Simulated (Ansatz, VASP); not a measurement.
## Al in VASP and in Ansatz

```
Al
1.0
    -2.81442    0.00000    0.00000
    -1.40721   -2.43736    0.00000
    -2.22808   -1.42179   18.48209
Al
8
Direct
  0.96875 0.96354 0.06250
  0.71875 0.67188 0.56250
  0.98958 0.93229 0.68750
  0.23958 0.22396 0.18750
  0.59375 0.52604 0.81250
  0.84375 0.81771 0.31250
  0.19792 0.11979 0.93750
  0.44792 0.41146 0.43750
```

Alike in both runs: task single point; functional PBE; dispersion D3(BJ); k mesh 16 × 16 × 2; occupations gaussian, width 0.15 eV; no spin polarisation.

```csv
,VASP,Ansatz
version,VASP 6.6.1,Ansatz 0.2.0
potentials or method,"VASP PAW PBE potentials, release 64 (Al), cutoff 520 eV","scalar-relativistic, plane waves, PAW"
valence electrons in the cell,24,24
```

```csv
,VASP,Ansatz,Ansatz less VASP
gap on the k mesh at the Fermi level (eV),none,none,-
pressure (GPa),1.6,1.6,0.00
"traceless stress, the component that is largest in VASP (GPa)",3.22,3.21,-0.006
rms of the force components (eV/Å),0.444,0.443,-0.0004
```

Atom by atom the forces differ by 0.001 eV/Å (rms over components). A gap of «none» marks a metal or a gap that the smearing closes.
